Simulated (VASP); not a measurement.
# Er3O (Pm-3m) in VASP: single point with PBE

Aim: the single point of Er3O with PBE.

All numbers are computed with VASP 6.6.1; they aren't measurements. Logs are shortened: lines on timing, memory, paths and dates and some standing lists are left out, and cuts for length are marked.

## (1) The cell of the first run

Symmetry: Pm-3m, No. 221, cubic system. The conventional cell has a = 4.534 Å, b = 4.534 Å, c = 4.534 Å, α = 90.00°, β = 90.00°, γ = 90.00°. Er (site symmetry 4/mmm) has 8 Er at 3.21 Å and 4 O at 3.21 Å within 4.2 Å. O (site symmetry m-3m) has 12 Er at 3.21 Å within 4.2 Å.

## (2) Single point, PBE

POSCAR reads:

```
Er3O
1.0
    4.5339024304      0.0000000000      0.0000000000
    0.0000000000      4.5339024304      0.0000000000
    0.0000000000      0.0000000000      4.5339024304
Er O
3 1
Direct
    0.0000000000      0.5000000000      0.5000000000
    0.5000000000      0.0000000000      0.5000000000
    0.5000000000      0.5000000000      0.0000000000
    0.0000000000      0.0000000000      0.0000000000
```

INCAR.step1 reads:

```
  ALGO = Normal
  EDIFF = 1E-6
  ENCUT = 520
  GGA = PE
  GGA_COMPAT = False
  ISIF = 2
  ISMEAR = 0
  LASPH = True
  LCHARG = True
  LMAXMIX = 6
  LORBIT = 11
  LREAL = False
  LWAVE = False
  NBANDS = 24
  NEDOS = 2001
  NELM = 200
  PREC = Accurate
  SIGMA = 0.1
```

KPOINTS.step1 reads:

```
k-points
0
Gamma
  10 10 10
```

INCAR.step2 reads:

```
  ALGO = Normal
  EDIFF = 1E-6
  ENCUT = 520
  GGA = PE
  GGA_COMPAT = False
  ICHARG = 11
  ISIF = 2
  ISMEAR = -5
  LASPH = True
  LCHARG = False
  LMAXMIX = 6
  LORBIT = 10
  LREAL = False
  LWAVE = False
  NEDOS = 1001
  NELM = 200
  PREC = Accurate
  SIGMA = 0.1
```

KPOINTS.step2 reads:

```
k-points
0
Gamma
  15 15 15
```

Potentials or basis: VASP PAW PBE potentials, release 64 (Er_3, O), 4f in core.

Launch:

```console
> cat potpaw_PBE.64/Er_3/POTCAR potpaw_PBE.64/O/POTCAR > POTCAR
> cp INCAR.step1 INCAR
> cp KPOINTS.step1 KPOINTS
> mpirun -np 1 vasp_std > vasp.out
> cp INCAR.step2 INCAR
> cp KPOINTS.step2 KPOINTS
> mpirun -np 1 vasp_std > vasp.out
```

OUTCAR:

```text
EDIFF = 1E-6
   ENCUT = 520
   GGA = PE
   ICHARG = 11
   ISIF = 2
   ISMEAR = -5
   LASPH = True
   LORBIT = 10
   LREAL = False
   NELM = 200
   PREC = Accurate

 ion  position               nearest neighbor table
   1  0.000  0.500  0.500-   2 3.21   3 3.21   3 3.21   2 3.21   2 3.21   3 3.21   3 3.21   2 3.21

   2  0.500  0.000  0.500-   1 3.21   3 3.21   3 3.21   1 3.21   3 3.21   3 3.21   1 3.21   1 3.21

   3  0.500  0.500  0.000-   1 3.21   2 3.21   1 3.21   2 3.21   2 3.21   2 3.21   1 3.21   1 3.21

   4  0.000  0.000  0.000-

  LATTYP: Found a simple cubic cell.
 ALAT       =     4.5339024304

  Lattice vectors:

 A1 = (   4.5339024304,   0.0000000000,   0.0000000000)
 A2 = (   0.0000000000,   4.5339024304,   0.0000000000)
 A3 = (   0.0000000000,   0.0000000000,   4.5339024304)

Analysis of symmetry for initial positions (statically):
=====================================================================
 Subroutine PRICEL returns:
 Original cell was already a primitive cell.

 Routine SETGRP: Setting up the symmetry group for a
 simple cubic supercell.

 Subroutine GETGRP returns: Found 48 space group operations
 (whereof 48 operations were pure point group operations)
 out of a pool of 48 trial point group operations.

The static configuration has the point symmetry O_h .

Analysis of symmetry for dynamics (positions and initial velocities):
=====================================================================
 Subroutine PRICEL returns:
 Original cell was already a primitive cell.

 Routine SETGRP: Setting up the symmetry group for a
 simple cubic supercell.

 Subroutine GETGRP returns: Found 48 space group operations
 (whereof 48 operations were pure point group operations)
 out of a pool of 48 trial point group operations.

The dynamic configuration has the point symmetry O_h .

 Subroutine INISYM returns: Found 48 space group operations
 (whereof 48 operations are pure point group operations),
 and found     1 'primitive' translations

----------------------------------------------------------------------------------------

                                     Primitive cell

  volume of cell :      93.2001

  direct lattice vectors                    reciprocal lattice vectors
     4.533902430  0.000000000  0.000000000     0.220560547  0.000000000  0.000000000
     0.000000000  4.533902430  0.000000000     0.000000000  0.220560547  0.000000000
     0.000000000  0.000000000  4.533902430     0.000000000  0.000000000  0.220560547

  length of vectors
     4.533902430  4.533902430  4.533902430     0.220560547  0.220560547  0.220560547

  position of ions in fractional coordinates (direct lattice)
     0.000000000  0.500000000  0.500000000
     0.500000000  0.000000000  0.500000000
     0.500000000  0.500000000  0.000000000
     0.000000000  0.000000000  0.000000000

  ion indices of the primitive-cell ions
   primitive index   ion index
                 1           1
                 2           2
                 3           3
                 4           4

----------------------------------------------------------------------------------------

 KPOINTS: k-points

Automatic generation of k-mesh.
 Grid dimensions read from file:
 generate k-points for:   15   15   15

 Generating k-lattice:

  Cartesian coordinates                     Fractional coordinates (reciprocal lattice)
     0.014704036  0.000000000  0.000000000     0.066666667  0.000000000  0.000000000
     0.000000000  0.014704036  0.000000000     0.000000000  0.066666667  0.000000000
     0.000000000  0.000000000  0.014704036     0.000000000  0.000000000  0.066666667

  Length of vectors
     0.014704036  0.014704036  0.014704036

  Shift w.r.t. Gamma in fractional coordinates (k-lattice)
     0.000000000  0.000000000  0.000000000

 TETIRR: Found   1667 inequivalent tetrahedra from    20250

 Subroutine IBZKPT returns following result:
 ===========================================

 Found    120 irreducible k-points:

 Following reciprocal coordinates:
            Coordinates               Weight
  0.000000  0.000000  0.000000      1.000000
  0.066667  0.000000  0.000000      6.000000
  0.133333  0.000000  0.000000      6.000000
  0.200000  0.000000  0.000000      6.000000
  0.266667  0.000000  0.000000      6.000000
  0.333333  0.000000  0.000000      6.000000
[... 16 lines left out ...]
  0.266667  0.200000  0.000000     24.000000
  0.333333  0.200000  0.000000     24.000000
 [... further k-points ...]
   k-points           NKPTS =    120   k-points in BZ     NKDIM =    120   number of bands    NBANDS=     20
   number of dos      NEDOS =   1001   number of ions     NIONS =      4
   total plane-waves  NPLWV =  46656
   dimension x,y,z NGX =    36 NGY =   36 NGZ =   36
   dimension x,y,z NGXF=    72 NGYF=   72 NGZF=   72
   ions per type =               3   1
   NGX,Y,Z   is equivalent  to a cutoff of  13.20, 13.20, 13.20 a.u.
   NGXF,Y,Z  is equivalent  to a cutoff of  26.40, 26.40, 26.40 a.u.
 SYSTEM =  unknown system
   PREC   = accura    normal or accurate (medium, high low for compatibility)
   ISTART =      0    job   : 0-new  1-cont  2-samecut
   ICHARG =     11    charge: 1-file 2-atom 10-const
   ISPIN  =      1    spin polarized calculation?
   LNONCOLLINEAR =      F non collinear calculations
   LSORBIT =      F    spin-orbit coupling
   LASPH  =      T    aspherical Exc in radial PAW
   ENCUT  =  520.0 eV  38.22 Ry    6.18 a.u.   8.43  8.43  8.43*2*pi/ulx,y,z
   NELM   =    200;   NELMIN=  2; NELMDL=  0     # of ELM steps
   EDIFF  = 0.1E-05   stopping-criterion for ELM
   LREAL  =      F    real-space projection
   EDIFFG = 0.1E-04   stopping-criterion for IOM
   NSW    =      0    number of steps for IOM
   IBRION =     -1    ionic relax: 0-MD 1-quasi-New 2-CG
   NFREE  =      0    steps in history (QN), initial steepest desc. (CG)
   ISIF   =      2    stress and relaxation
   ISYM   =      2    0-nonsym 1-usesym 2-fastsym
   POTIM  = 0.5000    time-step for ionic-motion
   TEBEG  =    0.0;   TEEND  =   0.0 temperature during run
   PSTRESS=    0.0 pullay stress
   NELECT =      33.0000    total number of electrons
   NUPDOWN=      -1.0000    fix difference up-down
   EMIN   =  10.00;   EMAX   =-10.00  energy-range for DOS
   EFERMI =   0.00;   METHOD = LEGACY
   ISMEAR =    -5;   SIGMA  =   0.10  broadening in eV -4-tet -1-fermi 0-gaus
   EFERMI_NEDOS =   21; number of points for ismear=-14 and -15
   IALGO  =     38    algorithm
   IMIX   =      4    mixing-type and parameters
     AMIX     =   0.40;   BMIX     =  1.00
     AMIX_MAG =   1.60;   BMIX_MAG =  1.00
  volume/ion in A,a.u.               =      23.30       157.24
  Fermi-wavevector in a.u.,A,eV,Ry     =   1.158174  2.188632 18.250420  1.341368
  Thomas-Fermi vector in A             =   2.294779
   LORBIT       =     10    0 simple, 1 ext, 2 COOP (PROOUT), +10 PAW based schemes
   GGA     = PE    functional components
   LHFCALC =     F    Hartree Fock is set to
   AEXX    =    0.0000 exact exchange contribution
   IVDW    =     0    specifies the selected vdW correction
   LEPSILON=     F    determine dielectric tensor
   LRPA    =     F    only Hartree local field effects (RPA)
 non-spin polarized calculation
 Fermi weights with tetrahedron method with Bloechl corrections
  energy-cutoff  :      520.00
  volume of cell :       93.20
 maximum number of plane-waves:      2527
 NGX is ok and might be reduce to    36

 number of electron      33.0000000 magnetization

 Free energy of the ion-electron system (eV)
  ---------------------------------------------------
  ext. energy  EPLUGINS =         0.00000000
  ---------------------------------------------------
  free energy    TOTEN  =       -17.92849701 eV

  energy without entropy =      -17.92849701  energy(sigma->0) =      -17.92849701

 E-fermi :   3.4118     XC(G=0): -10.2122

 val. band max:        3.4452324649   @ k =   0.4000   0.2000   0.1333
 cond. band min:       3.4214194620   @ k =   0.2000   0.1333   0.0000
 fundamental gap:     -0.0238130028
 Fermi energy:         3.4118037992

 k-point     1 :       0.0000    0.0000    0.0000
  band No.  band energies     occupation
      1     -21.7828      2.00000
      2     -21.7828      2.00000
      3     -21.7828      2.00000
      4     -21.2816      2.00000
      5     -21.2816      2.00000
      6     -21.2816      2.00000
[... 12 lines left out ...]
     19       2.6662      2.00000
     20       2.6662      2.00000

 k-point     2 :       0.0667    0.0000    0.0000
  band No.  band energies     occupation
      1     -21.7774      2.00000
      2     -21.7774      2.00000
      3     -21.7751      2.00000
      4     -21.2835      2.00000
      5     -21.2835      2.00000
      6     -21.2825      2.00000
[... 12 lines left out ...]
     19       2.7186      2.00000
     20       2.7186      2.00000

 k-point     3 :       0.1333    0.0000    0.0000
  band No.  band energies     occupation
      1     -21.7613      2.00000
      2     -21.7613      2.00000
      3     -21.7523      2.00000
      4     -21.2893      2.00000
      5     -21.2893      2.00000
      6     -21.2851      2.00000
[... 12 lines left out ...]
     19       2.8709      2.00000
     20       2.8709      2.00000

 k-point     4 :       0.2000    0.0000    0.0000
  band No.  band energies     occupation
      1     -21.7360      2.00000
      2     -21.7360      2.00000
      3     -21.7150      2.00000
      4     -21.2994      2.00000
      5     -21.2994      2.00000
      6     -21.2889      2.00000
[... 429 lines left out ...]
 k-point    23 :       0.2667    0.2000    0.0000
  band No.  band energies     occupation
      1     -21.7538      2.00000
      2     -21.6546      2.00000
      3     -21.5536      2.00000
      4     -21.4254      2.00000
      5     -21.3213      2.00000
      6     -21.1993      2.00000
[... 12 lines left out ...]
     19       3.5687      0.01217
     20       4.0149      0.00000

 k-point    24 :       0.3333    0.2000    0.0000
  band No.  band energies     occupation
      1     -21.7293      2.00000
      2     -21.6174      2.00000
      3     -21.5253      2.00000
      4     -21.4502      2.00000
      5     -21.3356      2.00000
      6     -21.2121      2.00000
[... 12 lines left out ...]
     19       3.9231      0.00000
     20       4.3257      0.00000

 [... further k-points ...]

------------------------ aborting loop because EDIFF is reached ----------------------------------------

  FORCE on cell =-STRESS in cart. coord.  units (eV):
  Direction    XX          YY          ZZ          XY          YZ          ZX
  --------------------------------------------------------------------------------------
  -------------------------------------------------------------------------------------
  Total        0.1612513      0.1612513      0.1612513     -0.0000000     -0.0000000     -0.0000000
  in kB        2.7720264      2.7720264      2.7720264     -0.0000000     -0.0000000     -0.0000000
  external PRESSURE =       2.7720264 kB  Pullay stress =       0.0000000 kB

 VOLUME and BASIS-vectors are now :
 -----------------------------------------------------------------------------
  energy-cutoff  :      520.00
  volume of cell :       93.20
      direct lattice vectors                 reciprocal lattice vectors
     4.533902430  0.000000000  0.000000000     0.220560547  0.000000000  0.000000000
     0.000000000  4.533902430  0.000000000     0.000000000  0.220560547  0.000000000
     0.000000000  0.000000000  4.533902430     0.000000000  0.000000000  0.220560547

 POSITION                                       TOTAL-FORCE (eV/Angst)
 -----------------------------------------------------------------------------------
      0.00000      2.26695      2.26695         0.000000      0.000000      0.000000
      2.26695      0.00000      2.26695         0.000000      0.000000      0.000000
      2.26695      2.26695      0.00000         0.000000      0.000000      0.000000
      0.00000      0.00000      0.00000         0.000000      0.000000      0.000000
 -----------------------------------------------------------------------------------
    total drift:                                0.000000      0.000000      0.000000

  FREE ENERGIE OF THE ION-ELECTRON SYSTEM (eV)
  ---------------------------------------------------
  free  energy   TOTEN  =       -17.9284970092 eV

  energy  without entropy=      -17.9284970092  energy(sigma->0) =      -17.92849701

 total charge

# of ion       s       p       d       tot
------------------------------------------
    1        0.578   6.414   1.265   8.257
    2        0.578   6.414   1.265   8.257
    3        0.578   6.414   1.265   8.257
    4        1.605   3.120   0.000   4.725
--------------------------------------------------
tot          3.340  22.361   3.795  29.496
```

Wall time 4.6 min (1 thread of Intel Xeon Platinum 8488C (Sapphire Rapids), shared host); peak memory 0.34 GiB.

What came out:

- Valence electrons inside the program's atomic spheres: Er 8.26; O 4.72

Levels at points of the mesh, in eV from the Fermi level:
| k point | band 14 | band 15 | band 16 | band 17 | band 18 | band 19 |
| --- | --- | --- | --- | --- | --- | --- |
| (0.00, 0.00, 0.00) | -2.83 | -1.76 | -1.19 | -1.19 | -0.75 | -0.75 |

Caveat: the highest band is partly filled, so the run has too few bands; spin-orbit coupling is left out, which moves the levels of the heavy elements; the 4f electrons are frozen in the core, so they carry no moment and show no levels; the run has no spin polarisation, though such a crystal can be magnetic.
